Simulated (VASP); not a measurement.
A run of VASP 6.6.1:

File INCAR:

```
SYSTEM = Ag
ALGO = Normal
EDIFF = 1E-6
ENCUT = 520
GGA = PE
ISIF = 2
ISMEAR = 0
IVDW = 12
LASPH = .True.
LCHARG = .False.
LREAL = .False.
LWAVE = .False.
NBANDS = 12
NELM = 60
PREC = Accurate
SIGMA = 0.1
```

Contents of KPOINTS:

```
k-points
0
Gamma
  18 18 18
  0 0 0
```

POSCAR

```
Ag
1.0
    0.0000000000      2.0365181674      2.0365181674
    2.0365181674      0.0000000000      2.0365181674
    2.0365181674      2.0365181674      0.0000000000
Ag
1
Direct
    0.0000000000      0.0000000000      0.0000000000
```

Potentials or basis: VASP PAW PBE potentials, release 64 (Ag).

Launch:

```console
$ cat potpaw_PBE.64/Ag/POTCAR > POTCAR
$ mpirun -np 1 vasp_std > vasp.out
```

Hardware: 1 thread of Intel(R) Xeon(R) Platinum 8559C (Emerald Rapids), with other jobs on the host.

Estimate the wall time of this run.

It took 14 s on 1 thread of Intel(R) Xeon(R) Platinum 8559C (Emerald Rapids), with other jobs on the host, peak memory 0.17 GiB. Counts: scf iterations 11, k points 195.
